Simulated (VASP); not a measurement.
# Pt (Fm-3m) in VASP: notebook, part 2 of 2

VASP 6.6.1. The steps go on from the part before.

### Step 3. Single point, PBE

This run uses another cell than the first one, of 15.65 Å³/atom, 1.021 times its volume.

Contents of INCAR:

```
SYSTEM = Pt
  ALGO = Normal
  EDIFF = 1E-7
  ENCUT = 520
  GGA = PE
  ISIF = 2
  ISMEAR = 0
  LASPH = .True.
  LCHARG = .False.
  LREAL = .False.
  LWAVE = .False.
  NBANDS = 11
  NELM = 60
  PREC = Accurate
  SIGMA = 0.1
```

Contents of KPOINTS:

```
k-points
0
Gamma
  18 18 18
  0 0 0
```

Contents of POSCAR:

```
Pt
1.0
    0.0000000000      1.9851153597      1.9851153597
    1.9851153597      0.0000000000      1.9851153597
    1.9851153597      1.9851153597      0.0000000000
Pt
1
Direct
    0.0000000000      0.0000000000      0.0000000000
```

Potentials or basis: VASP PAW PBE potentials, release 64 (Pt).

The run is started by

```bash
$ cat potpaw_PBE.64/Pt/POTCAR > POTCAR
$ mpirun -np 1 vasp_std > vasp.out
```

OUTCAR:

```text
SYSTEM = Pt
   EDIFF = 1E-7
   ENCUT = 520
   GGA = PE
   ISIF = 2
   ISMEAR = 0
   LASPH = .True.
   LREAL = .False.
   NELM = 60
   PREC = Accurate

 ion  position               nearest neighbor table
   1  0.000  0.000  0.000-

  LATTYP: Found a face centered cubic cell.
 ALAT       =     3.9702307194

  Lattice vectors:

 A1 = (   0.0000000000,   1.9851153597,   1.9851153597)
 A2 = (   1.9851153597,   0.0000000000,   1.9851153597)
 A3 = (   1.9851153597,   1.9851153597,   0.0000000000)

Analysis of symmetry for initial positions (statically):
=====================================================================
 Subroutine PRICEL returns:
 Original cell was already a primitive cell.

 Routine SETGRP: Setting up the symmetry group for a
 face centered cubic supercell.

 Subroutine GETGRP returns: Found 48 space group operations
 (whereof 48 operations were pure point group operations)
 out of a pool of 48 trial point group operations.

The static configuration has the point symmetry O_h .

Analysis of symmetry for dynamics (positions and initial velocities):
=====================================================================
 Subroutine PRICEL returns:
 Original cell was already a primitive cell.

 Routine SETGRP: Setting up the symmetry group for a
 face centered cubic supercell.

 Subroutine GETGRP returns: Found 48 space group operations
 (whereof 48 operations were pure point group operations)
 out of a pool of 48 trial point group operations.

The dynamic configuration has the point symmetry O_h .

 Subroutine INISYM returns: Found 48 space group operations
 (whereof 48 operations are pure point group operations),
 and found     1 'primitive' translations

----------------------------------------------------------------------------------------

                                     Primitive cell

  volume of cell :      15.6454

  direct lattice vectors                    reciprocal lattice vectors
     0.000000000  1.985115360  1.985115360    -0.251874531  0.251874531  0.251874531
     1.985115360  0.000000000  1.985115360     0.251874531 -0.251874531  0.251874531
     1.985115360  1.985115360  0.000000000     0.251874531  0.251874531 -0.251874531

  length of vectors
     2.807377065  2.807377065  2.807377065     0.436259485  0.436259485  0.436259485

  position of ions in fractional coordinates (direct lattice)
     0.000000000  0.000000000  0.000000000

  ion indices of the primitive-cell ions
   primitive index   ion index
                 1           1

----------------------------------------------------------------------------------------

 KPOINTS: k-points

Automatic generation of k-mesh.
 Grid dimensions read from file:
 generate k-points for:   18   18   18

 Generating k-lattice:

  Cartesian coordinates                     Fractional coordinates (reciprocal lattice)
    -0.013993029  0.013993029  0.013993029     0.055555556  0.000000000  0.000000000
     0.013993029 -0.013993029  0.013993029     0.000000000  0.055555556  0.000000000
     0.013993029  0.013993029 -0.013993029     0.000000000  0.000000000  0.055555556

  Length of vectors
     0.024236638  0.024236638  0.024236638

  Shift w.r.t. Gamma in fractional coordinates (k-lattice)
     0.000000000  0.000000000  0.000000000

 Subroutine IBZKPT returns following result:
 ===========================================

 Found    195 irreducible k-points:

 Following reciprocal coordinates:
            Coordinates               Weight
  0.000000  0.000000  0.000000      1.000000
  0.055556  0.000000  0.000000      8.000000
  0.111111  0.000000  0.000000      8.000000
  0.166667  0.000000  0.000000      8.000000
  0.222222  0.000000  0.000000      8.000000
  0.277778  0.000000  0.000000      8.000000
[... 16 lines left out ...]
 -0.277778  0.055556  0.000000     24.000000
 -0.222222  0.055556  0.000000     24.000000
 [... further k-points ...]
   k-points           NKPTS =    195   k-points in BZ     NKDIM =    195   number of bands    NBANDS=     11
   number of dos      NEDOS =    301   number of ions     NIONS =      1
   total plane-waves  NPLWV =  13824
   dimension x,y,z NGX =    24 NGY =   24 NGZ =   24
   dimension x,y,z NGXF=    48 NGYF=   48 NGZF=   48
   ions per type =               1
   NGX,Y,Z   is equivalent  to a cutoff of  14.21, 14.21, 14.21 a.u.
   NGXF,Y,Z  is equivalent  to a cutoff of  28.42, 28.42, 28.42 a.u.
 SYSTEM =  Pt
   PREC   = accura    normal or accurate (medium, high low for compatibility)
   ISTART =      0    job   : 0-new  1-cont  2-samecut
   ICHARG =      2    charge: 1-file 2-atom 10-const
   ISPIN  =      1    spin polarized calculation?
   LNONCOLLINEAR =      F non collinear calculations
   LSORBIT =      F    spin-orbit coupling
   LASPH  =      T    aspherical Exc in radial PAW
   ENCUT  =  520.0 eV  38.22 Ry    6.18 a.u.   5.22  5.22  5.22*2*pi/ulx,y,z
   NELM   =     60;   NELMIN=  2; NELMDL= -5     # of ELM steps
   EDIFF  = 0.1E-06   stopping-criterion for ELM
   LREAL  =      F    real-space projection
   EDIFFG = 0.1E-05   stopping-criterion for IOM
   NSW    =      0    number of steps for IOM
   IBRION =     -1    ionic relax: 0-MD 1-quasi-New 2-CG
   NFREE  =      0    steps in history (QN), initial steepest desc. (CG)
   ISIF   =      2    stress and relaxation
   ISYM   =      2    0-nonsym 1-usesym 2-fastsym
   POTIM  = 0.5000    time-step for ionic-motion
   TEBEG  =    0.0;   TEEND  =   0.0 temperature during run
   PSTRESS=    0.0 pullay stress
   NELECT =      10.0000    total number of electrons
   NUPDOWN=      -1.0000    fix difference up-down
   EMIN   =  10.00;   EMAX   =-10.00  energy-range for DOS
   EFERMI =   0.00;   METHOD = LEGACY
   ISMEAR =     0;   SIGMA  =   0.10  broadening in eV -4-tet -1-fermi 0-gaus
   EFERMI_NEDOS =   21; number of points for ismear=-14 and -15
   IALGO  =     38    algorithm
   IMIX   =      4    mixing-type and parameters
     AMIX     =   0.40;   BMIX     =  1.00
     AMIX_MAG =   1.60;   BMIX_MAG =  1.00
  volume/ion in A,a.u.               =      15.65       105.58
  Fermi-wavevector in a.u.,A,eV,Ry     =   1.410195  2.664882 27.057214  1.988649
  Thomas-Fermi vector in A             =   2.532173
   LORBIT       =      0    0 simple, 1 ext, 2 COOP (PROOUT), +10 PAW based schemes
   GGA     = PE    functional components
   LHFCALC =     F    Hartree Fock is set to
   AEXX    =    0.0000 exact exchange contribution
   IVDW    =     0    specifies the selected vdW correction
   LEPSILON=     F    determine dielectric tensor
   LRPA    =     F    only Hartree local field effects (RPA)
 non-spin polarized calculation
 Gauss-broadening in eV      SIGMA  =   0.10
  energy-cutoff  :      520.00
  volume of cell :       15.65
 maximum number of plane-waves:       444
 NGX is ok and might be reduce to    24
   NGX = 11   NGY = 11   NGZ = 11

 number of electron      10.0000002 magnetization

 Free energy of the ion-electron system (eV)
  ---------------------------------------------------
  ext. energy  EPLUGINS =         0.00000000
  ---------------------------------------------------
  free energy    TOTEN  =        -6.10004438 eV

  energy without entropy =       -6.08876808  energy(sigma->0) =       -6.09440623

 E-fermi :  10.5717     XC(G=0): -13.2709

 val. band max:       10.5713956814   @ k =  -0.3333   0.3889   0.1111
 cond. band min:      10.5823075931   @ k =   0.4444   0.1111   0.0000
 fundamental gap:      0.0109119117
 Fermi energy:        10.5717331779

 k-point     1 :       0.0000    0.0000    0.0000
  band No.  band energies     occupation
      1       0.7629      2.00000
      2       7.0025      2.00000
      3       7.0025      2.00000
      4       7.0025      2.00000
      5       9.0299      2.00000
      6       9.0299      2.00000
      7      25.3079      0.00000
      8      30.0667      0.00000
      9      30.0667      0.00000
     10      30.0667      0.00000
     11      35.2785      0.00000

 k-point     2 :       0.0556    0.0000    0.0000
  band No.  band energies     occupation
      1       0.8830      2.00000
      2       6.9502      2.00000
      3       7.0497      2.00000
      4       7.0497      2.00000
      5       9.0039      2.00000
      6       9.0039      2.00000
      7      25.4903      0.00000
      8      29.4005      0.00000
      9      30.2464      0.00000
     10      30.2464      0.00000
     11      35.9930      0.00000
[... 295 lines left out ...]
 k-point    24 :      -0.2222    0.0556    0.0000
  band No.  band energies     occupation
      1       2.7496      2.00000
      2       6.5419      2.00000
      3       7.3748      2.00000
      4       7.4382      2.00000
      5       8.8546      2.00000
      6       9.4929      2.00000
      7      24.0500      0.00000
      8      27.0397      0.00000
      9      31.2525      0.00000
     10      32.7672      0.00000
     11      33.9703      0.00000

 [... further k-points ...]
[... 5 lines left out ...]
  --------------------------------------------------------------------------------------
  -------------------------------------------------------------------------------------
  Total       -0.0503685     -0.0503685     -0.0503685      0.0000000     -0.0000000      0.0000000
  in kB       -5.1580075     -5.1580075     -5.1580075      0.0000000     -0.0000000      0.0000000
  external PRESSURE =      -5.1580075 kB  Pullay stress =       0.0000000 kB

 VOLUME and BASIS-vectors are now :
 -----------------------------------------------------------------------------
  energy-cutoff  :      520.00
  volume of cell :       15.65
      direct lattice vectors                 reciprocal lattice vectors
     0.000000000  1.985115360  1.985115360    -0.251874531  0.251874531  0.251874531
     1.985115360  0.000000000  1.985115360     0.251874531 -0.251874531  0.251874531
     1.985115360  1.985115360  0.000000000     0.251874531  0.251874531 -0.251874531

 POSITION                                       TOTAL-FORCE (eV/Angst)
 -----------------------------------------------------------------------------------
      0.00000      0.00000      0.00000         0.000000      0.000000      0.000000
 -----------------------------------------------------------------------------------
    total drift:                               -0.000000      0.000000     -0.000000

  FREE ENERGIE OF THE ION-ELECTRON SYSTEM (eV)
  ---------------------------------------------------
  free  energy   TOTEN  =        -6.1000443829 eV

  energy  without entropy=       -6.0887680771  energy(sigma->0) =       -6.09440623
```

stdout:

```text
POSCAR found type information on POSCAR Pt
 POSCAR found :  1 types and       1 ions
 scaLAPACK will be used
 LDA part: xc-table for (Slater+PW92), standard interpolation
 POSCAR, INCAR and KPOINTS ok, starting setup
 FFT: planning ... GRIDC
 FFT: planning ... GRID_SOFT
 FFT: planning ... GRID
 WAVECAR not read
 entering main loop
```

It took 10 s on 1 thread of Intel Xeon 6975P-C (Granite Rapids), shared host; peak memory 0.16 GiB.

Results:

```yaml
Free_energy: -6.1000 eV
Pressure: -0.5 GPa
Band_gap_on_the_k_mesh: zero (band 5 reaches 11.03 eV, above the bottom of band 6 at 8.94 eV)
```

Caveat: spin-orbit coupling is left out, which moves the levels of the heavy elements.

### Step 4. Single point, revPBE

This run uses another cell than the first one, of 15.84 Å³/atom, 1.033 times its volume.

Contents of INCAR:

```
ALGO = Normal ; EDIFF = 1E-6
ENCUT = 520 ; GGA = RE
ISIF = 2 ; ISMEAR = 0
LASPH = T ; LCHARG = F
LREAL = F ; LWAVE = F
NBANDS = 11 ; NELM = 80
PREC = Accurate ; SIGMA = 0.1
```

Contents of KPOINTS:

```
k-points
0
Gamma
  18 18 18
```

Contents of POSCAR:

```
Pt
1.0
    0.0000000000      1.9931404376      1.9931404376
    1.9931404376      0.0000000000      1.9931404376
    1.9931404376      1.9931404376      0.0000000000
Pt
1
Direct
    0.0000000000      0.0000000000      0.0000000000
```

Potentials or basis: VASP PAW PBE potentials, release 64 (Pt).

The run is started by

```bash
$ cat potpaw_PBE.64/Pt/POTCAR > POTCAR
$ mpirun -np 1 vasp_std > vasp.out
```

OUTCAR:

```text
EDIFF = 1E-6
   ENCUT = 520
   GGA = RE
   ISIF = 2
   ISMEAR = 0
   LASPH = T
   LREAL = F
   NELM = 80
   PREC = Accurate

 ion  position               nearest neighbor table
   1  0.000  0.000  0.000-

  LATTYP: Found a face centered cubic cell.
 ALAT       =     3.9862808752

  Lattice vectors:

 A1 = (   0.0000000000,   1.9931404376,   1.9931404376)
 A2 = (   1.9931404376,   0.0000000000,   1.9931404376)
 A3 = (   1.9931404376,   1.9931404376,   0.0000000000)

Analysis of symmetry for initial positions (statically):
[... 507 lines left out ...]
      5       8.7271      2.00000
      6       9.3510      2.00000
      7      23.8232      0.00000
      8      26.8384      0.00000
      9      30.9742      0.00000
     10      32.5141      0.00000
     11      33.6983      0.00000

 [... further k-points ...]
[... 5 lines left out ...]
  --------------------------------------------------------------------------------------
  -------------------------------------------------------------------------------------
  Total       -0.0499153     -0.0499153     -0.0499153      0.0000000      0.0000000      0.0000000
  in kB       -5.0501056     -5.0501056     -5.0501056      0.0000000      0.0000000      0.0000000
  external PRESSURE =      -5.0501056 kB  Pullay stress =       0.0000000 kB

 VOLUME and BASIS-vectors are now :
 -----------------------------------------------------------------------------
  energy-cutoff  :      520.00
  volume of cell :       15.84
      direct lattice vectors                 reciprocal lattice vectors
     0.000000000  1.993140438  1.993140438    -0.250860396  0.250860396  0.250860396
     1.993140438  0.000000000  1.993140438     0.250860396 -0.250860396  0.250860396
     1.993140438  1.993140438  0.000000000     0.250860396  0.250860396 -0.250860396

 POSITION                                       TOTAL-FORCE (eV/Angst)
 -----------------------------------------------------------------------------------
      0.00000      0.00000      0.00000        -0.000000      0.000000      0.000000
 -----------------------------------------------------------------------------------
    total drift:                               -0.000000      0.000000     -0.000000

  FREE ENERGIE OF THE ION-ELECTRON SYSTEM (eV)
  ---------------------------------------------------
  free  energy   TOTEN  =        -5.5797840539 eV

  energy  without entropy=       -5.5683340158  energy(sigma->0) =       -5.57405903
```

OSZICAR:

```text
N       E                     dE             d eps       ncg     rms          rms(c)
DAV:   1     0.404750844253E+02    0.40475E+02   -0.53185E+03  4354   0.839E+02
DAV:   2    -0.534941450383E+01   -0.45824E+02   -0.44039E+02  4906   0.175E+02
DAV:   3    -0.592627682332E+01   -0.57686E+00   -0.57007E+00  4965   0.189E+01
DAV:   4    -0.592869548017E+01   -0.24187E-02   -0.24184E-02  4935   0.145E+00
DAV:   5    -0.592871605636E+01   -0.20576E-04   -0.20575E-04  5013   0.124E-01    0.110E+01
DAV:   6    -0.561342364410E+01    0.31529E+00   -0.76542E-01  4620   0.689E+00    0.595E+00
DAV:   7    -0.558252900925E+01    0.30895E-01   -0.12287E-01  4944   0.270E+00    0.245E+00
DAV:   8    -0.557997784557E+01    0.25512E-02   -0.53766E-03  4671   0.605E-01    0.525E-01
DAV:   9    -0.557978224788E+01    0.19560E-03   -0.20602E-04  4791   0.120E-01    0.571E-02
DAV:  10    -0.557978430211E+01   -0.20542E-05   -0.63152E-06  5306   0.203E-02    0.693E-03
DAV:  11    -0.557978405391E+01    0.24820E-06   -0.38025E-08  2583   0.192E-03
   1 F= -.55797841E+01 E0= -.55740590E+01  d E =-.114500E-01
```

Wall time 9.6 s (1 thread of Intel Xeon 6975P-C (Granite Rapids), shared host); peak memory 0.16 GiB.

Results:

```yaml
Free_energy: -5.5798 eV
Pressure: -0.5 GPa
Band_gap_on_the_k_mesh: zero (band 5 reaches 10.85 eV, above the bottom of band 6 at 8.80 eV)
```

Levels at points of the mesh, in eV from the Fermi level:
```csv
k point,band 1,band 2,band 3,band 4,band 5,band 6,band 7,band 8,band 9,band 10
"(0.00, 0.00, 0.00)",-9.65,-3.49,-3.49,-3.49,-1.51,-1.51,14.75,19.46,19.46,19.46
"(0.50, 0.00, 0.00)",-6.81,-3.55,-3.55,-0.26,0.03,0.03,5.50,14.31,18.66,18.66
"(0.50, 0.50, 0.00)",-6.55,-6.12,-0.01,0.44,0.44,1.90,8.39,11.26,11.26,19.56
```

Caveat: the PAW data sets were made with another functional, which shifts forces and pressure a little; spin-orbit coupling is left out, which moves the levels of the heavy elements.

### Step 5. Relaxation of cell and atoms, revPBE

Contents of INCAR:

```
SYSTEM = Pt
PREC     = Accurate       ! precision mode
ENCUT    = 600            ! plane-wave cutoff, eV
EDIFF    = 1E-7           ! SCF threshold, eV
ISMEAR   = 0              ! smearing method
SIGMA    = 0.1            ! smearing width, eV
LREAL    = .FALSE.        ! projectors in reciprocal space
LASPH    = .TRUE.         ! aspherical terms in the spheres
NELM     = 80             ! most SCF steps
ALGO     = Normal         ! electronic algorithm
ISIF     = 3              ! what is computed and relaxed
LWAVE    = .FALSE.        ! write WAVECAR
LCHARG   = .FALSE.        ! write CHGCAR
GGA      = RE             ! functional
IBRION   = 2              ! ionic algorithm
NSW      = 100            ! ionic steps
EDIFFG   = -0.005         ! ionic threshold
```

Contents of KPOINTS:

```
Automatic mesh
0
G
  18 18 18
  0 0 0
```

Contents of POSCAR:

```
Pt
1.0
    0.0000000000      1.9715751800      1.9715751800
    1.9715751800      0.0000000000      1.9715751800
    1.9715751800      1.9715751800      0.0000000000
Pt
1
Direct
    0.0000000000      0.0000000000      0.0000000000
```

The run is started by

```bash
$ cat potpaw_PBE.64/Pt/POTCAR > POTCAR
$ mpirun -np 1 vasp_std > vasp.out
```

It took 25 s on 1 thread of Intel Xeon 6975P-C (Granite Rapids), shared host; peak memory 0.17 GiB.

Results (log left out):

| Item | Value |
| --- | --- |
| Free energy | -5.5800 eV |
| Relaxed volume | 15.81 Å³/atom |
| Relaxed cell | a = 2.817 Å, b = 2.817 Å, c = 2.817 Å, α = 60.00°, β = 60.00°, γ = 60.00° |
| Space group after relaxing (to 0.05 Å) | Fm-3m (No. 225) |
| Energy gained by relaxing | 11.4 meV/atom |
| Ionic steps | 4 |
| Pressure after relaxing | 0.0 GPa |
| Band gap on the k mesh | zero (band 5 reaches 10.89 eV, above the bottom of band 6 at 8.83 eV) |

The path:
| step | energy change (eV) | largest force (eV/Å) | pressure (GPa) | volume (Å³) |
| --- | --- | --- | --- | --- |
| 1 | 0.0000 | 0.0000 | 7.91 | 15.33 |
| 2 | 0.0513 | 0.0000 | -14.59 | 17.07 |
| 3 | -0.0114 | 0.0000 | -0.19 | 15.82 |
| 4 | -0.0114 | 0.0000 | -0.02 | 15.81 |

Final structure:
```xyz
1
Lattice="0.0000 1.9919 1.9919 1.9919 0.0000 1.9919 1.9919 1.9919 0.0000" Properties=species:S:1:pos:R:3 pbc="T T T"
Pt    0.0000    0.0000    0.0000
```

Levels at points of the mesh, in eV from the Fermi level:
| k point | band 3 | band 4 | band 5 | band 6 | band 7 | band 8 |
| --- | --- | --- | --- | --- | --- | --- |
| (0.00, 0.00, 0.00) | -3.50 | -3.50 | -1.52 | -1.52 | 14.75 | 19.46 |
| (0.50, 0.00, 0.00) | -3.56 | -0.26 | 0.03 | 0.03 | 5.51 | 14.30 |
| (0.50, 0.50, 0.00) | -0.01 | 0.44 | 0.44 | 1.89 | 8.41 | 11.27 |

Caveat: the PAW data sets were made with another functional, which shifts forces and pressure a little; spin-orbit coupling is left out, which moves the levels of the heavy elements.

### Step 6. Overview

```csv
task,level,cell,k mesh,cutoff (eV),gap on the mesh (eV),pressure (GPa)
single point,PBE,"a = 2.788 Å, angles 60.0°, 1 atom",8 × 8 × 8,520,none,4.2
single point,PBE,"a = 2.807 Å, angles 60.0°, 1 atom",18 × 18 × 18,520,none,-0.5
single point,revPBE,"a = 2.819 Å, angles 60.0°, 1 atom",18 × 18 × 18,520,none,-0.5
relaxation of cell and atoms,revPBE,"relaxed from a = 2.788 Å, angles 60.0°, 1 atom",18 × 18 × 18,600,none,0.0
```

Alike in all rows: potentials or basis VASP PAW PBE potentials, release 64 (Pt); no spin polarisation; smearing gaussian 0.1 eV.

Caveats: spin-orbit coupling is left out, which moves the levels of the heavy elements; the PAW data sets were made with another functional, which shifts forces and pressure a little (some runs).

Total energies depend on the potentials used, so only differences within one code and one set of settings carry meaning.
